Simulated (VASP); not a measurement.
# Hf (Im-3m) in VASP: further runs, part 3 of 3

VASP 6.6.1. Earlier steps stand in the parts before.

## Step 6: Single point, PBE (volume scaled by 1.03)

File INCAR:

```
PREC     = Accurate       # precision mode
ENCUT    = 520            # plane-wave cutoff, eV
EDIFF    = 1E-6           # SCF threshold, eV
ISMEAR   = 0              # smearing method
SIGMA    = 0.1            # smearing width, eV
LREAL    = False          # projectors in reciprocal space
LASPH    = True           # aspherical terms in the spheres
NELM     = 100            # most SCF steps
ALGO     = Fast           # electronic algorithm
ISIF     = 2              # what is computed and relaxed
LWAVE    = False          # write WAVECAR
LCHARG   = False          # write CHGCAR
GGA      = PE             # functional
NBANDS   = 11             # bands
```

File KPOINTS:

```
regular mesh
0
Gamma
  16 16 16
```

File POSCAR:

```
Hf
1.0
   -1.7898614095      1.7898614095      1.7898614095
    1.7898614095     -1.7898614095      1.7898614095
    1.7898614095      1.7898614095     -1.7898614095
Hf
1
Direct
    0.0000000000      0.0000000000      0.0000000000
```

Potentials or basis: VASP PAW PBE potentials, release 64 (Hf_pv).

Started as:

```sh
> cat potpaw_PBE.64/Hf_pv/POTCAR > POTCAR
> mpirun -np 1 vasp_std > vasp.out
```

OUTCAR:

```text
PREC = Accurate
   ENCUT = 520
   EDIFF = 1E-6
   ISMEAR = 0
   LREAL = False
   LASPH = True
   NELM = 100
   ISIF = 2
   GGA = PE

 ion  position               nearest neighbor table
   1  0.000  0.000  0.000-

  LATTYP: Found a body centered cubic cell.
 ALAT       =     3.5797228190

  Lattice vectors:

 A1 = (  -1.7898614095,   1.7898614095,   1.7898614095)
 A2 = (   1.7898614095,  -1.7898614095,   1.7898614095)
 A3 = (   1.7898614095,   1.7898614095,  -1.7898614095)

Analysis of symmetry for initial positions (statically):
=====================================================================
 Subroutine PRICEL returns:
 Original cell was already a primitive cell.

 Routine SETGRP: Setting up the symmetry group for a
 body centered cubic supercell.

 Subroutine GETGRP returns: Found 48 space group operations
 (whereof 48 operations were pure point group operations)
 out of a pool of 48 trial point group operations.

The static configuration has the point symmetry O_h .

[... 164 lines left out ...]
 Fermi energy:         4.4058158647

 k-point     1 :       0.0000    0.0000    0.0000
  band No.  band energies     occupation
      1     -25.5204      2.00000
      2     -25.5204      2.00000
      3     -25.5204      2.00000
      4      -2.5463      2.00000
      5       5.9193      0.00000
      6       5.9193      0.00000
      7       5.9193      0.00000
      8       8.6276      0.00000
      9       8.6276      0.00000
     10      17.5753      0.00000
     11      17.5753      0.00000
[... 309 lines left out ...]
 k-point    24 :       0.2500    0.1875    0.0000
  band No.  band energies     occupation
      1     -26.1104      2.00000
      2     -25.7643      2.00000
      3     -25.5843      2.00000
      4       1.2630      2.00000
      5       3.9816      2.00000
      6       4.4597      0.44571
      7       8.0611      0.00000
      8       9.3100      0.00000
      9      10.6863      0.00000
     10      15.1103      0.00000
     11      17.7432      0.00000

 [... further k-points ...]

------------------------ aborting loop because EDIFF is reached ----------------------------------------

  FORCE on cell =-STRESS in cart. coord.  units (eV):
  Direction    XX          YY          ZZ          XY          YZ          ZX
  --------------------------------------------------------------------------------------
  -------------------------------------------------------------------------------------
  Total       -0.4541588     -0.4541588     -0.4541588     -0.0000000     -0.0000000     -0.0000000
  in kB      -31.7248885    -31.7248885    -31.7248885     -0.0000000     -0.0000000     -0.0000000
  external PRESSURE =     -31.7248885 kB  Pullay stress =       0.0000000 kB

 VOLUME and BASIS-vectors are now :
 -----------------------------------------------------------------------------
  energy-cutoff  :      520.00
  volume of cell :       22.94
      direct lattice vectors                 reciprocal lattice vectors
    -1.789861410  1.789861410  1.789861410     0.000000000  0.279351238  0.279351238
     1.789861410 -1.789861410  1.789861410     0.279351238  0.000000000  0.279351238
     1.789861410  1.789861410 -1.789861410     0.279351238  0.279351238  0.000000000

 POSITION                                       TOTAL-FORCE (eV/Angst)
 -----------------------------------------------------------------------------------
      0.00000      0.00000      0.00000        -0.000000     -0.000000      0.000000
 -----------------------------------------------------------------------------------
    total drift:                                0.000000      0.000000      0.000000

  FREE ENERGIE OF THE ION-ELECTRON SYSTEM (eV)
  ---------------------------------------------------
  free  energy   TOTEN  =        -9.7416790343 eV

  energy  without entropy=       -9.7333281794  energy(sigma->0) =       -9.73750361
```

OSZICAR:

```text
N       E                     dE             d eps       ncg     rms          rms(c)
DAV:   1     0.123328930971E+02    0.12333E+02   -0.58114E+03  3230   0.841E+02
DAV:   2    -0.960903949751E+01   -0.21942E+02   -0.21212E+02  4061   0.151E+02
DAV:   3    -0.100991301340E+02   -0.49009E+00   -0.48397E+00  3961   0.153E+01
DAV:   4    -0.101011953126E+02   -0.20652E-02   -0.20645E-02  3635   0.120E+00
DAV:   5    -0.101012069765E+02   -0.11664E-04   -0.11664E-04  3975   0.795E-02    0.445E+01
RMM:   6    -0.982919211700E+01    0.27201E+00   -0.18261E-01  3245   0.289E+00    0.252E+01
RMM:   7    -0.974440422777E+01    0.84788E-01   -0.33289E-01  3505   0.401E+00    0.120E+00
RMM:   8    -0.974141564836E+01    0.29886E-02   -0.21576E-02  3511   0.125E+00    0.154E-01
RMM:   9    -0.974165498036E+01   -0.23933E-03   -0.29737E-03  4040   0.452E-01    0.127E-01
RMM:  10    -0.974166934686E+01   -0.14367E-04   -0.38088E-04  3964   0.160E-01    0.640E-02
RMM:  11    -0.974167784525E+01   -0.84984E-05   -0.11211E-04  4276   0.805E-02    0.275E-02
RMM:  12    -0.974167871865E+01   -0.87341E-06   -0.13399E-05  4131   0.255E-02    0.247E-02
RMM:  13    -0.974167903429E+01   -0.31564E-06   -0.24817E-06  3000   0.112E-02
   1 F= -.97416790E+01 E0= -.97375036E+01  d E =-.835085E-02
```

Wall time 17 s (1 thread of Intel Xeon Platinum 8488C (Sapphire Rapids), shared host); peak memory 0.16 GiB.

Results:

* Free energy: -9.7417 eV
* Pressure: -3.2 GPa
* Band gap on the k mesh: zero (band 5 reaches 5.92 eV, above the bottom of band 6 at 3.69 eV)

Caveat: spin-orbit coupling is left out, which moves the levels of the heavy elements.

## Step 7: Overview

```tsv
cell	gap on the mesh (eV)	pressure (GPa)
a = 2.942 Å, angles 109.5°, 1 atom	none	15.6
a = 2.975 Å, angles 109.5°, 1 atom	none	10.8
a = 3.007 Å, angles 109.5°, 1 atom	none	6.6
a = 3.039 Å, angles 109.5°, 1 atom	none	2.9
a = 3.100 Å, angles 109.5°, 1 atom	none	-3.2
```

Alike in all rows: task single point; level PBE; potentials or basis VASP PAW PBE potentials, release 64 (Hf_pv); no spin polarisation; k mesh 16 × 16 × 16; cutoff (eV) 520; smearing gaussian 0.1 eV.

Caveats: spin-orbit coupling is left out, which moves the levels of the heavy elements.

Total energies depend on the potentials used, so only differences within one code and one set of settings carry meaning.
